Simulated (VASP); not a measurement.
Input of a VASP 6.6.1 run:

File INCAR:

```
PREC = Accurate
ENCUT = 520
EDIFF = 1E-6
ISMEAR = -1
SIGMA = 0.02
LREAL = False
LASPH = True
NELM = 80
ALGO = Normal
ISIF = 2
LWAVE = False
LCHARG = True
GGA = PE
LELF = True
LVHAR = True
NBANDS = 16
```

Contents of KPOINTS:

```
regular mesh
0
Gamma
  10 10 10
```

The input POSCAR:

```
GaN
1.0
   -0.0779636881      2.1709888534      2.1709888534
    2.1709888534     -0.0779636881      2.1709888534
    2.1709888534      2.1709888534     -0.0779636881
Ga N
1 1
Direct
   -0.0033551130     -0.0033551130     -0.0033551130
    0.2533551130      0.2533551130      0.2533551130
```

Potentials or basis: VASP PAW PBE potentials, release 64 (Ga_d, N).

Command:

```console
$ cat potpaw_PBE.64/Ga_d/POTCAR potpaw_PBE.64/N/POTCAR > POTCAR
$ mpirun -np 1 vasp_std > vasp.out
```

Q: Estimate the pressure.

A: 18.0 GPa.

Q: What does it give for the largest force?

A: 0.038 eV/Å.

Q: What does it give for the band gap on the k mesh?

A: 1.80 eV, direct.

Forces in eV/Å, atoms in the order of the input:
```
Ga  -0.022 -0.022 -0.022
N    0.022  0.022  0.022
```

Caveat: the cell differs from its parent crystal (strain along [111] -5.2%).
